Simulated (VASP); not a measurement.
Input of a VASP 6.6.1 run:

The input INCAR:

```
SYSTEM = Ta
PREC     = Accurate       ! precision mode
ENCUT    = 520            ! plane-wave cutoff, eV
EDIFF    = 1E-6           ! SCF threshold, eV
ISMEAR   = -1             ! smearing method
SIGMA    = 0.1            ! smearing width, eV
LREAL    = .FALSE.        ! projectors in reciprocal space
LASPH    = .TRUE.         ! aspherical terms in the spheres
NELM     = 80             ! most SCF steps
ALGO     = Normal         ! electronic algorithm
ISIF     = 2              ! what is computed and relaxed
LWAVE    = .FALSE.        ! write WAVECAR
LCHARG   = .TRUE.         ! write CHGCAR
GGA      = PS             ! functional
LELF     = .TRUE.         ! ELF
LVHAR    = .TRUE.       
NBANDS   = 18             ! bands
```

Contents of KPOINTS:

```
Automatic mesh
0
G
  5 5 3
  0 0 0
```

File POSCAR:

```
Ta
1.0
    2.9003700000      0.0000000000      0.0000000000
   -1.4501900000      2.5118000000      0.0000000000
    0.0000000000      0.0000000000      5.1662700000
Ta
2
Direct
    0.6666666667      0.3333333333      0.7500000000
    0.3333333333      0.6666666667      0.2500000000
```

Potentials or basis: VASP PAW PBE potentials, release 64 (Ta_pv).

Command:

```console
$ cat potpaw_PBE.64/Ta_pv/POTCAR > POTCAR
$ mpirun -np 1 vasp_std > vasp.out
```

What does it give for the pressure?

-8.6 GPa.

Predict the band gap on the k mesh.

zero (band 11 reaches 6.01 eV, above the bottom of band 12 at 5.02 eV).

Stress tensor (GPa, compression positive):
```
-9.99  0.00  0.00
 0.00 -9.99  0.00
 0.00  0.00 -5.69
```

Caveat: the k points lie up to 0.50 Å⁻¹ apart; the PAW data sets were made with another functional, which shifts forces and pressure a little; spin-orbit coupling is left out, which moves the levels of the heavy elements.
